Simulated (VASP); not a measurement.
# Mo (Im-3m) in VASP: notebook

Runs on Mo. Level: LDA. Tasks: single point, relaxation of cell and atoms.

Program: VASP 6.6.1. These are calculated values, not measurements. Logs are shortened: lines on timing, memory, paths and dates and some standing lists are left out, and cuts for length are marked.

## (1) The cell of the first run

The structure is cubic, space group Im-3m (No. 229). The conventional cell has a = 3.090 Å, b = 3.090 Å, c = 3.090 Å, α = 90.00°, β = 90.00°, γ = 90.00°. Within 3.5 Å of Mo (site symmetry m-3m) lie 14 Mo at 2.68 to 3.09 Å.

## (2) Single point, LDA

INCAR

```
ALGO = Normal
EDIFF = 1E-6
ENCUT = 520
ISIF = 2
ISMEAR = -1
LASPH = True
LCHARG = False
LREAL = False
LWAVE = False
NBANDS = 13
NELM = 100
PREC = Accurate
SIGMA = 0.05
```

KPOINTS

```
k-points
0
Gamma
  17 17 17
```

POSCAR

```
Mo
1.0
   -1.5450123877      1.5450123877      1.5450123877
    1.5450123877     -1.5450123877      1.5450123877
    1.5450123877      1.5450123877     -1.5450123877
Mo
1
Direct
    0.0000000000      0.0000000000      0.0000000000
```

Potentials or basis: VASP PAW LDA potentials, release 64 (Mo_sv).

Launch:

```sh
> cat potpaw_LDA.64/Mo_sv/POTCAR > POTCAR
> mpirun -np 1 vasp_std > vasp.out
```

OUTCAR:

```text
EDIFF = 1E-6
   ENCUT = 520
   ISIF = 2
   ISMEAR = -1
   LASPH = True
   LREAL = False
   NELM = 100
   PREC = Accurate

 ion  position               nearest neighbor table
   1  0.000  0.000  0.000-

  LATTYP: Found a body centered cubic cell.
 ALAT       =     3.0900247754

  Lattice vectors:

 A1 = (  -1.5450123877,   1.5450123877,   1.5450123877)
 A2 = (   1.5450123877,  -1.5450123877,   1.5450123877)
 A3 = (   1.5450123877,   1.5450123877,  -1.5450123877)

Analysis of symmetry for initial positions (statically):
=====================================================================
 Subroutine PRICEL returns:
 Original cell was already a primitive cell.

 Routine SETGRP: Setting up the symmetry group for a
 body centered cubic supercell.

 Subroutine GETGRP returns: Found 48 space group operations
 (whereof 48 operations were pure point group operations)
 out of a pool of 48 trial point group operations.

The static configuration has the point symmetry O_h .

Analysis of symmetry for dynamics (positions and initial velocities):
=====================================================================
 Subroutine PRICEL returns:
 Original cell was already a primitive cell.

 Routine SETGRP: Setting up the symmetry group for a
 body centered cubic supercell.

 Subroutine GETGRP returns: Found 48 space group operations
 (whereof 48 operations were pure point group operations)
 out of a pool of 48 trial point group operations.

The dynamic configuration has the point symmetry O_h .

 Subroutine INISYM returns: Found 48 space group operations
 (whereof 48 operations are pure point group operations),
 and found     1 'primitive' translations

----------------------------------------------------------------------------------------

                                     Primitive cell

  volume of cell :      14.7522

  direct lattice vectors                    reciprocal lattice vectors
    -1.545012388  1.545012388  1.545012388     0.000000000  0.323622001  0.323622001
     1.545012388 -1.545012388  1.545012388     0.323622001  0.000000000  0.323622001
     1.545012388  1.545012388 -1.545012388     0.323622001  0.323622001  0.000000000

  length of vectors
     2.676039954  2.676039954  2.676039954     0.457670622  0.457670622  0.457670622

  position of ions in fractional coordinates (direct lattice)
     0.000000000  0.000000000  0.000000000

  ion indices of the primitive-cell ions
   primitive index   ion index
                 1           1

----------------------------------------------------------------------------------------

 KPOINTS: k-points

Automatic generation of k-mesh.
 Grid dimensions read from file:
 generate k-points for:   17   17   17

 Generating k-lattice:

  Cartesian coordinates                     Fractional coordinates (reciprocal lattice)
     0.000000000  0.019036588  0.019036588     0.058823529  0.000000000  0.000000000
     0.019036588  0.000000000  0.019036588     0.000000000  0.058823529  0.000000000
     0.019036588  0.019036588  0.000000000     0.000000000  0.000000000  0.058823529

  Length of vectors
     0.026921801  0.026921801  0.026921801

  Shift w.r.t. Gamma in fractional coordinates (k-lattice)
     0.000000000  0.000000000  0.000000000

 Subroutine IBZKPT returns following result:
 ===========================================

 Found    165 irreducible k-points:

 Following reciprocal coordinates:
            Coordinates               Weight
  0.000000  0.000000  0.000000      1.000000
  0.058824  0.000000  0.000000     12.000000
  0.117647  0.000000  0.000000     12.000000
  0.176471  0.000000  0.000000     12.000000
  0.235294  0.000000  0.000000     12.000000
  0.294118  0.000000  0.000000     12.000000
[... 16 lines left out ...]
  0.411765  0.117647  0.000000     48.000000
  0.176471  0.176471  0.000000     24.000000
 [... further k-points ...]
   k-points           NKPTS =    165   k-points in BZ     NKDIM =    165   number of bands    NBANDS=     13
   number of dos      NEDOS =    301   number of ions     NIONS =      1
   total plane-waves  NPLWV =   8000
   dimension x,y,z NGX =    20 NGY =   20 NGZ =   20
   dimension x,y,z NGXF=    40 NGYF=   40 NGZF=   40
   ions per type =               1
   NGX,Y,Z   is equivalent  to a cutoff of  12.42, 12.42, 12.42 a.u.
   NGXF,Y,Z  is equivalent  to a cutoff of  24.85, 24.85, 24.85 a.u.
 SYSTEM =  unknown system
   PREC   = accura    normal or accurate (medium, high low for compatibility)
   ISTART =      0    job   : 0-new  1-cont  2-samecut
   ICHARG =      2    charge: 1-file 2-atom 10-const
   ISPIN  =      1    spin polarized calculation?
   LNONCOLLINEAR =      F non collinear calculations
   LSORBIT =      F    spin-orbit coupling
   LASPH  =      T    aspherical Exc in radial PAW
   ENCUT  =  520.0 eV  38.22 Ry    6.18 a.u.   4.98  4.98  4.98*2*pi/ulx,y,z
   NELM   =    100;   NELMIN=  2; NELMDL= -5     # of ELM steps
   EDIFF  = 0.1E-05   stopping-criterion for ELM
   LREAL  =      F    real-space projection
   EDIFFG = 0.1E-04   stopping-criterion for IOM
   NSW    =      0    number of steps for IOM
   IBRION =     -1    ionic relax: 0-MD 1-quasi-New 2-CG
   NFREE  =      0    steps in history (QN), initial steepest desc. (CG)
   ISIF   =      2    stress and relaxation
   ISYM   =      2    0-nonsym 1-usesym 2-fastsym
   POTIM  = 0.5000    time-step for ionic-motion
   TEBEG  =    0.0;   TEEND  =   0.0 temperature during run
   PSTRESS=    0.0 pullay stress
   NELECT =      14.0000    total number of electrons
   NUPDOWN=      -1.0000    fix difference up-down
   EMIN   =  10.00;   EMAX   =-10.00  energy-range for DOS
   EFERMI =   0.00;   METHOD = LEGACY
   ISMEAR =    -1;   SIGMA  =   0.05  broadening in eV -4-tet -1-fermi 0-gaus
   EFERMI_NEDOS =   21; number of points for ismear=-14 and -15
   IALGO  =     38    algorithm
   IMIX   =      4    mixing-type and parameters
     AMIX     =   0.40;   BMIX     =  1.00
     AMIX_MAG =   1.60;   BMIX_MAG =  1.00
  volume/ion in A,a.u.               =      14.75        99.55
  Fermi-wavevector in a.u.,A,eV,Ry     =   1.608788  3.040169 35.214593  2.588200
  Thomas-Fermi vector in A             =   2.704602
   LORBIT       =      0    0 simple, 1 ext, 2 COOP (PROOUT), +10 PAW based schemes
   GGA     = CA    functional components
   LHFCALC =     F    Hartree Fock is set to
   AEXX    =    0.0000 exact exchange contribution
   IVDW    =     0    specifies the selected vdW correction
   LEPSILON=     F    determine dielectric tensor
   LRPA    =     F    only Hartree local field effects (RPA)
 non-spin polarized calculation
  energy-cutoff  :      520.00
  volume of cell :       14.75
 maximum number of plane-waves:       410
   NGX =  9   NGY =  9   NGZ =  9

 number of electron      13.9999997 magnetization

 Free energy of the ion-electron system (eV)
  ---------------------------------------------------
  ext. energy  EPLUGINS =         0.00000000
  ---------------------------------------------------
  free energy    TOTEN  =       -12.12489988 eV

  energy without entropy =      -12.12080203  energy(sigma->0) =      -12.12285096

 E-fermi :  13.5036     XC(G=0): -13.9305

 val. band max:       13.4878084036   @ k =  -0.3529   0.3529   0.2353
 cond. band min:      13.5257279111   @ k =  -0.2941   0.3529   0.2353
 fundamental gap:      0.0379195074
 Fermi energy:        13.5035903135

 k-point     1 :       0.0000    0.0000    0.0000
  band No.  band energies     occupation
      1     -47.5335      2.00000
      2     -20.8244      2.00000
      3     -20.8244      2.00000
      4     -20.8244      2.00000
      5       6.0221      2.00000
      6      11.9309      2.00000
      7      11.9309      2.00000
      8      11.9309      2.00000
      9      15.1561      0.00000
     10      15.1561      0.00000
     11      28.3296      0.00000
     12      28.3296      0.00000
     13      28.3296      0.00000

 k-point     2 :       0.0588    0.0000    0.0000
  band No.  band energies     occupation
      1     -47.5223      2.00000
      2     -20.8866      2.00000
      3     -20.8433      2.00000
      4     -20.8249      2.00000
      5       6.1868      2.00000
      6      11.8357      2.00000
      7      11.9157      2.00000
      8      12.0872      2.00000
      9      15.0114      0.00000
     10      15.1577      0.00000
     11      28.4594      0.00000
     12      28.6075      0.00000
     13      28.6825      0.00000

 k-point     3 :       0.1176    0.0000    0.0000
  band No.  band energies     occupation
      1     -47.4900      2.00000
      2     -21.0626      2.00000
      3     -20.8972      2.00000
      4     -20.8266      2.00000
      5       6.6504      2.00000
      6      11.5740      2.00000
      7      11.8474      2.00000
      8      12.5486      2.00000
      9      14.7099      0.00000
     10      15.1702      0.00000
     11      28.7683      0.00000
     12      29.4142      0.00000
     13      29.5544      0.00000
[... 305 lines left out ...]
 k-point    23 :       0.4118    0.1176    0.0000
  band No.  band energies     occupation
      1     -47.1832      2.00000
      2     -22.4435      2.00000
      3     -21.4342      2.00000
      4     -20.9233      2.00000
      5       8.1816      2.00000
      6       9.8857      2.00000
      7      13.6386      0.12583
      8      15.0780      0.00000
      9      16.4783      0.00000
     10      19.6848      0.00000
     11      25.5947      0.00000
     12      26.4029      0.00000
     13      30.8338      0.00000

 k-point    24 :       0.1765    0.1765    0.0000
  band No.  band energies     occupation
      1     -47.3039      2.00000
      2     -21.9193      2.00000
      3     -21.1889      2.00000
      4     -20.9396      2.00000
      5       8.8276      2.00000
      6      10.6190      2.00000
      7      11.0440      2.00000
      8      14.2492      0.00000
      9      15.7894      0.00000
     10      16.3648      0.00000
     11      28.6794      0.00000
     12      29.7755      0.00000
     13      32.4463      0.00000

 [... further k-points ...]
[... 5 lines left out ...]
  --------------------------------------------------------------------------------------
  -------------------------------------------------------------------------------------
  Total        0.7195322      0.7195322      0.7195322     -0.0000000      0.0000000     -0.0000000
  in kB       78.1456716     78.1456716     78.1456716     -0.0000000      0.0000000     -0.0000000
  external PRESSURE =      78.1456716 kB  Pullay stress =       0.0000000 kB

 VOLUME and BASIS-vectors are now :
 -----------------------------------------------------------------------------
  energy-cutoff  :      520.00
  volume of cell :       14.75
      direct lattice vectors                 reciprocal lattice vectors
    -1.545012388  1.545012388  1.545012388     0.000000000  0.323622001  0.323622001
     1.545012388 -1.545012388  1.545012388     0.323622001  0.000000000  0.323622001
     1.545012388  1.545012388 -1.545012388     0.323622001  0.323622001  0.000000000

 POSITION                                       TOTAL-FORCE (eV/Angst)
 -----------------------------------------------------------------------------------
      0.00000      0.00000      0.00000         0.000000      0.000000     -0.000000
 -----------------------------------------------------------------------------------
    total drift:                                0.000000     -0.000000      0.000000

  FREE ENERGIE OF THE ION-ELECTRON SYSTEM (eV)
  ---------------------------------------------------
  free  energy   TOTEN  =       -12.1248998819 eV

  energy  without entropy=      -12.1208020316  energy(sigma->0) =      -12.12285096
```

Run time: 8.2 s. Hardware: 1 thread of Intel Xeon 6975P-C (Granite Rapids), shared host; peak memory 0.14 GiB.

What came out:

- Free energy: -12.1249 eV
- Pressure: 7.8 GPa
- Band gap on the k mesh: zero (band 7 reaches 17.52 eV, above the bottom of band 8 at 11.93 eV)

Levels at points of the mesh, in eV from the Fermi level:
```tsv
k point	band 4	band 5	band 6	band 7	band 8	band 9	band 10	band 11
(0.00, 0.00, 0.00)	-34.33	-7.48	-1.57	-1.57	-1.57	1.65	1.65	14.83
```

## (3) Single point, LDA

INCAR

```
  PREC = Accurate
  ENCUT = 520
  EDIFF = 1E-6
  ISMEAR = -1
  SIGMA = 0.05
  LREAL = F
  LASPH = T
  NELM = 80
  ALGO = Normal
  ISIF = 2
  LWAVE = F
  LCHARG = F
  NBANDS = 13
```

KPOINTS

```
Automatic mesh
0
Gamma
  17 17 17
```

POSCAR

```
Mo
1.0
   -1.5451718845      1.5451718845      1.5451718845
    1.5451718845     -1.5451718845      1.5451718845
    1.5451718845      1.5451718845     -1.5451718845
Mo
1
Direct
    0.0000000000      0.0000000000      0.0000000000
```

Potentials or basis: VASP PAW LDA potentials, release 64 (Mo_sv).

Launch:

```sh
> cat potpaw_LDA.64/Mo_sv/POTCAR > POTCAR
> mpirun -np 1 vasp_std > vasp.out
```

Wall time 8.3 s (1 thread of Intel Xeon 6975P-C (Granite Rapids), shared host); peak memory 0.13 GiB.

Results (log left out):

```
Free energy            : -12.1251 eV
Pressure               : 7.7 GPa
Band gap on the k mesh : zero (band 7 reaches 17.51 eV, above the bottom of band 8 at 11.93 eV)
```

Levels at points of the mesh, in eV from the Fermi level:
```csv
k point,band 5,band 6,band 7,band 8,band 9,band 10
"(0.00, 0.00, 0.00)",-7.48,-1.57,-1.57,-1.57,1.65,1.65
```

## (4) Relaxation of cell and atoms, LDA, target pressure 6.5 GPa, at which the enthalpy is minimised

INCAR

```
  PREC = Accurate
  ENCUT = 600
  EDIFF = 1E-7
  ISMEAR = -1
  SIGMA = 0.05
  LREAL = False
  LASPH = True
  NELM = 80
  ALGO = Normal
  ISIF = 3
  LWAVE = False
  LCHARG = False
  IBRION = 2
  NSW = 60
  EDIFFG = -0.005
  PSTRESS = 65.0
```

KPOINTS is that of step 3.

POSCAR

```
Mo
1.0
   -1.5450123877      1.5450123877      1.5450123877
    1.5450123877     -1.5450123877      1.5450123877
    1.5450123877      1.5450123877     -1.5450123877
Mo
1
Direct
    0.0000000000      0.0000000000      0.0000000000
```

Launch:

```sh
> cat potpaw_LDA.64/Mo_sv/POTCAR > POTCAR
> mpirun -np 1 vasp_std > vasp.out
```

Wall time 18 s (1 thread of Intel Xeon 6975P-C (Granite Rapids), shared host); peak memory 0.16 GiB.

It converged, with:

* Free energy: -12.1275 eV
* Relaxed volume: 14.81 Å³/atom
* Relaxed cell: a = 2.680 Å, b = 2.680 Å, c = 2.680 Å, α = 109.47°, β = 109.47°, γ = 109.47°
* Space group after relaxing (to 0.05 Å): Im-3m (No. 229)
* Energy change on relaxing (the enthalpy is what falls): -2.6 meV/atom
* Ionic steps: 3
* Pressure after relaxing: 6.5 GPa
* Band gap on the k mesh: zero (band 7 reaches 17.42 eV, above the bottom of band 8 at 11.87 eV)

The path:
```
step  energy change (eV)  largest force (eV/Å)  pressure (GPa)  volume (Å³)
   1              0.0000                0.0000            7.78        14.75
   2             -0.0080                0.0000            2.44        15.01
   3             -0.0026                0.0000            6.50        14.81
```

Final structure:
```
Mo
1.0
    -1.54708    1.54708    1.54708
     1.54708   -1.54708    1.54708
     1.54708    1.54708   -1.54708
Mo
1
Cartesian
  0.0000 0.0000 0.0000
```

Levels at points of the mesh, in eV from the Fermi level:
```tsv
k point	band 4	band 5	band 6	band 7	band 8	band 9	band 10	band 11
(0.00, 0.00, 0.00)	-34.34	-7.47	-1.56	-1.56	-1.56	1.65	1.65	14.82
```

Caveat: the cell is relaxed towards a set pressure, so the enthalpy falls and the energy may rise.

## (5) Relaxation of cell and atoms, LDA, target pressure 6.5 GPa, at which the enthalpy is minimised

INCAR

```
ALGO     = Normal         # electronic algorithm
EDIFF    = 1E-6           # SCF threshold, eV
EDIFFG   = -0.005         # ionic threshold
ENCUT    = 600            # plane-wave cutoff, eV
GGA      = CA             # functional
IBRION   = 2              # ionic algorithm
ISIF     = 3              # what is computed and relaxed
ISMEAR   = -1             # smearing method
LASPH    = T              # aspherical terms in the spheres
LCHARG   = F              # write CHGCAR
LREAL    = F              # projectors in reciprocal space
LWAVE    = F              # write WAVECAR
NELM     = 80             # most SCF steps
NSW      = 32             # ionic steps
PREC     = Accurate       # precision mode
PSTRESS  = 65.0         
SIGMA    = 0.05           # smearing width, eV
```

KPOINTS

```
k-points
0
Gamma
  17 17 17
```

POSCAR is that of step 4.

Launch:

```sh
> cat potpaw_LDA.64/Mo_sv/POTCAR > POTCAR
> mpirun -np 1 vasp_std > vasp.out
```

It took 17 s on 1 thread of Intel Xeon 6975P-C (Granite Rapids), shared host; peak memory 0.16 GiB.

Results (log left out):

```yaml
Free_energy: -12.1275 eV
Relaxed_volume: 14.81 Å³/atom
Relaxed_cell: a = 2.680 Å, b = 2.680 Å, c = 2.680 Å, α = 109.47°, β = 109.47°, γ = 109.47°
Space_group_after_relaxing_to_0.05_Å: Im-3m (No. 229)
Energy_change_on_relaxing_the_enthalpy_is_what_falls: -2.6 meV/atom
Ionic_steps: 3
Pressure_after_relaxing: 6.5 GPa
Band_gap_on_the_k_mesh: zero (band 7 reaches 17.42 eV, above the bottom of band 8 at 11.87 eV)
```

The path:
| step | energy change (eV) | largest force (eV/Å) | pressure (GPa) | volume (Å³) |
| --- | --- | --- | --- | --- |
| 1 | 0.0000 | 0.0000 | 7.78 | 14.75 |
| 2 | -0.0080 | 0.0000 | 2.45 | 15.01 |
| 3 | -0.0026 | 0.0000 | 6.48 | 14.81 |

Final structure:
```
Mo
1.0
    -1.54708    1.54708    1.54708
     1.54708   -1.54708    1.54708
     1.54708    1.54708   -1.54708
Mo
1
Direct
  0.00000 0.00000 0.00000
```

Levels at points of the mesh, in eV from the Fermi level:
| k point | band 4 | band 5 | band 6 | band 7 | band 8 | band 9 | band 10 | band 11 |
| --- | --- | --- | --- | --- | --- | --- | --- | --- |
| (0.00, 0.00, 0.00) | -34.34 | -7.47 | -1.56 | -1.56 | -1.56 | 1.65 | 1.65 | 14.82 |

Caveat: the cell is relaxed towards a set pressure, so the enthalpy falls and the energy may rise.
